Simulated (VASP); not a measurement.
A run of VASP 6.6.1 is set up as follows.

Contents of POSCAR:

```
AlN
1.0
    0.0173609961      2.0134162281      2.0134162281
    2.0134162281      0.0173609961      2.0134162281
    2.0134162281      2.0134162281      0.0173609961
Al N
1 1
Direct
    0.0000000000      0.0000000000      0.0000000000
    0.5000000000      0.5000000000      0.5000000000
```

The input INCAR.step1:

```
PREC     = Accurate       # precision mode
ENCUT    = 520            # plane-wave cutoff, eV
ISMEAR   = 0              # smearing method
SIGMA    = 0.01           # smearing width, eV
LREAL    = F              # projectors in reciprocal space
LASPH    = T              # aspherical terms in the spheres
NELM     = 80             # most SCF steps
NBANDS   = 11             # bands
GGA      = PE             # functional
ALGO     = Normal         # electronic algorithm
EDIFF    = 1E-4           # SCF threshold, eV
LWAVE    = T              # write WAVECAR
LCHARG   = F              # write CHGCAR
```

The input INCAR.step2:

```
PREC     = Accurate       # precision mode
ENCUT    = 520            # plane-wave cutoff, eV
EDIFF    = 1E-6           # SCF threshold, eV
ISMEAR   = 0              # smearing method
SIGMA    = 0.01           # smearing width, eV
LREAL    = F              # projectors in reciprocal space
LASPH    = T              # aspherical terms in the spheres
NELM     = 80             # most SCF steps
ALGO     = Normal         # electronic algorithm
ISIF     = 2              # what is computed and relaxed
LWAVE    = F              # write WAVECAR
LCHARG   = T              # write CHGCAR
METAGGA  = R2SCAN         # meta-GGA
LMIXTAU  = T            
LELF     = T              # ELF
LVHAR    = T            
NBANDS   = 11             # bands
ISTART   = 1
```

Contents of KPOINTS:

```
regular mesh
0
Gamma
  10 10 10
```

Potentials or basis: VASP PAW PBE potentials, release 64 (Al, N).

Run with:

```bash
$ cat potpaw_PBE.64/Al/POTCAR potpaw_PBE.64/N/POTCAR > POTCAR
$ cp INCAR.step1 INCAR
$ mpirun -np 1 vasp_std > vasp.out
$ cp INCAR.step2 INCAR
$ mpirun -np 1 vasp_std > vasp.out
```

Task: What does it give for the band gap on the k mesh?

Result: 5.60 eV (least direct gap 6.83 eV).

Task: Estimate the pressure.

Result: 5.2 GPa.

Stress tensor (GPa, compression positive):
```
 5.21 -3.06 -3.06
-3.06  5.21 -3.06
-3.06 -3.06  5.21
```

Caveat: the cell differs from its parent crystal (epitaxial 111 strain -1.1%); the cell stands under pressure; the PAW data sets were made with another functional, which shifts forces and pressure a little. A k mesh can miss the band edges.
